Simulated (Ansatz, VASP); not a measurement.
**Ge in VASP and in Ansatz**

```
Ge
1.0
     0.00000    2.20785    2.20785
     2.20785    0.00000    2.20785
     2.20785    2.20785    0.00000
Ge
2
Direct
  0.87500 0.87500 0.87500
  0.12500 0.12500 0.12500
```

Change from the starting cell: volume scaled by 0.45, crystal datasets.

Alike in both runs: task single point; functional PBE; k mesh 11 × 11 × 11; occupations fermi-dirac, width 0.08 eV; no spin polarisation.

|  | VASP | Ansatz |
| --- | --- | --- |
| version | VASP 6.6.1 | Ansatz 0.2.0 |
| potentials or method | VASP PAW PBE potentials, release 64 (Ge_d), cutoff 520 eV | all-electron PAW with datasets made for the crystal, scalar-relativistic |

|  | VASP | Ansatz | Ansatz less VASP |
| --- | --- | --- | --- |
| pressure (GPa) | 292.9 | 281.0 | -11.92 |

Both programs put the cell under a high pressure, so it lies far from rest at this level. Ansatz ran all-electron here, and VASP with PAW potentials.

Noted on VASP's run: the cell as given lies far from equilibrium.
